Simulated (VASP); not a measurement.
Write the native input for VASP 6.6.1 that does the following.

```yaml
Task: single point
Functional: PBE
Potentials_or_basis: VASP PAW PBE potentials, release 64 (H, Cl)
Cutoff: 520 eV
k_mesh: 2 × 3 × 4
Occupations: gaussian, width 0.1 eV
Spin: no spin polarisation
Dipole_correction: no
Further_INCAR_settings: ALGO = Normal; EDIFF = 1e-06; NBANDS = 24
```

The structure of H3Cl4 (a cell with a defect) lies in POSCAR:

```
H3Cl4
1.0
   -5.0869420000     -0.0304660000      5.8901200000
   -0.0178560000     -5.3919180000      0.0126120000
    2.5186640000      0.0015600000      2.9235410000
H Cl
3 4
Direct
    0.4634291390      0.8372194047      0.0462886439
    0.9650681410      0.8132775824      0.0485906592
    0.5219325881      0.3160502960      0.9144090668
    0.3799943893      0.0042931777      0.2604944834
    0.8681880701      0.9930188179      0.2520874963
    0.1233144171      0.5074490805      0.7376463467
    0.6284691249      0.5016969580      0.7453837781
```

The input as run:

INCAR

```
ALGO = Normal
EDIFF = 1E-6
ENCUT = 520
GGA = PE
ISIF = 2
ISMEAR = 0
LASPH = True
LCHARG = False
LREAL = False
LWAVE = False
NBANDS = 24
NELM = 80
PREC = Accurate
SIGMA = 0.1
```

KPOINTS

```
k-points
0
Gamma
  2 3 4
```

Potentials or basis: VASP PAW PBE potentials, release 64 (H, Cl).

The run is started by

```bash
$ cat potpaw_PBE.64/H/POTCAR potpaw_PBE.64/Cl/POTCAR > POTCAR
$ mpirun -np 1 vasp_std > vasp.out
```

Results of the run:

* Pressure: -2.4 GPa
* Largest force: 1.980 eV/Å

Caveat: the k points lie up to 0.41 Å⁻¹ apart; an odd number of electrons without spin polarisation forces a metal; a magnetic or distorted state may lie lower.

Wall time 80 s on 1 thread of Intel(R) Xeon(R) Platinum 8259CL CPU @ 2.50GHz (Skylake/Cascade Lake) (shared host), peak memory 0.25 GiB.
